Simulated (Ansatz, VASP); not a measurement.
One calculation of PtSe2, two programs

```
CELL_PARAMETERS angstrom
4.29969 0.00000 0.00000
-2.14985 2.75226 0.00000
0.00000 0.00000 4.62967
ATOMIC_POSITIONS crystal
Pt 0.00000 0.00000 0.00000
Se 0.33333 0.66667 0.27215
Se 0.66667 0.33333 0.72785
```

Change from the starting cell: normal strain along x +0.1500, normal strain along y -0.1500.

Alike in both runs: task single point; functional PBEsol; dispersion D3(BJ); k mesh 12 × 12 × 8; occupations gaussian, width 0.15 eV; no spin polarisation.

```csv
,VASP,Ansatz
version,VASP 6.6.1,Ansatz 0.2.0
potentials or method,"VASP PAW PBE potentials, release 64 (Pt, Se), cutoff 520 eV","scalar-relativistic, plane waves, PAW"
valence electrons in the cell,22,50
```

|  | VASP | Ansatz | Ansatz less VASP |
| --- | --- | --- | --- |
| gap on the k mesh at the Fermi level (eV) | none | none | - |
| pressure (GPa) | 14.5 | 14.3 | -0.28 |
| traceless stress, the component that is largest in VASP (GPa) | -29.04 | -28.87 | +0.170 |
| rms of the force components (eV/Å) | 1.381 | 1.362 | -0.0191 |

VASP's potentials were made for PBE, not for PBEsol, and Ansatz warns of the same on its side. Atom by atom the forces differ by 0.019 eV/Å (rms over components). A gap of «none» marks a metal or a gap that the smearing closes. VASP's potentials hold 22 valence electrons a cell and Ansatz's 50, so a difference there can come from the potentials and not from the codes.

Spin-orbit coupling is off throughout.
